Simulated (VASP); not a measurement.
Here is a VASP 6.6.1 calculation.

INCAR

```
AGGAC    = 1.0          
AGGAX    = 1.0          
ALDAC    = 0.0          
ALDAX    = 1.0          
ALGO     = Normal         # electronic algorithm
EDIFF    = 1E-6           # SCF threshold, eV
ENCUT    = 600            # plane-wave cutoff, eV
GGA      = B5             # functional
GGA_COMPAT= False        
ISIF     = 2              # what is computed and relaxed
ISMEAR   = -1             # smearing method
LASPH    = True           # aspherical terms in the spheres
LCHARG   = False          # write CHGCAR
LREAL    = False          # projectors in reciprocal space
LWAVE    = False          # write WAVECAR
NBANDS   = 21             # bands
NELM     = 120            # most SCF steps
PREC     = Accurate       # precision mode
SIGMA    = 0.05           # smearing width, eV
```

KPOINTS

```
k-points
0
Gamma
  8 8 8
```

The input POSCAR:

```
PbF2
1.0
    0.0000000000      3.0308871649      3.0308871649
    3.0308871649      0.0000000000      3.0308871649
    3.0308871649      3.0308871649      0.0000000000
Pb F
1 2
Direct
    0.0000000000      0.0000000000      0.0000000000
    0.7500000000      0.7500000000      0.7500000000
    0.2500000000      0.2500000000      0.2500000000
```

Potentials or basis: VASP PAW PBE potentials, release 64 (Pb_d, F).

Launch:

```console
$ cat potpaw_PBE.64/Pb_d/POTCAR potpaw_PBE.64/F/POTCAR > POTCAR
$ mpirun -np 1 vasp_std > vasp.out
```

(1) Predict the pressure.

(2) What does it give for the band gap on the k mesh?

## Answers

(1) 0.0 GPa.

(2) 4.47 eV (least direct gap 4.61 eV).

Caveat: the PAW data sets were made with another functional, which shifts forces and pressure a little; spin-orbit coupling is left out, which moves the levels of the heavy elements.
